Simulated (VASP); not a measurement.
A run of VASP 6.6.1:

INCAR

```
SYSTEM = Yb
  PREC = Accurate
  ENCUT = 520
  EDIFF = 1E-6
  ISMEAR = -1
  SIGMA = 0.1
  LREAL = .False.
  LASPH = .True.
  NELM = 80
  ALGO = Normal
  ISIF = 2
  LWAVE = .False.
  LCHARG = .True.
  GGA = PE
  LELF = .True.
  LVHAR = .True.
  NBANDS = 18
```

KPOINTS

```
Automatic mesh
0
Gamma
  12 12 12
  0 0 0
```

File POSCAR:

```
Yb
1.0
   -2.0542319216      2.0542319216      2.0542319216
    2.0542319216     -2.0542319216      2.0542319216
    2.0542319216      2.0542319216     -2.0542319216
Yb
1
Direct
    0.0000000000      0.0000000000      0.0000000000
```

Potentials or basis: VASP PAW PBE potentials, release 64 (Yb).

Run with:

```sh
$ cat potpaw_PBE.64/Yb/POTCAR > POTCAR
$ mpirun -np 1 vasp_std > vasp.out
```

Hardware: 1 thread of AMD EPYC 7R43 64-Core Processor (Zen 3) (shared host).

How long does it take, and how much memory?

Wall time 2.7 min on 1 thread of AMD EPYC 7R43 64-Core Processor (Zen 3), on a shared host, peak memory 0.16 GiB. Counts: scf iterations 25, k points 72.
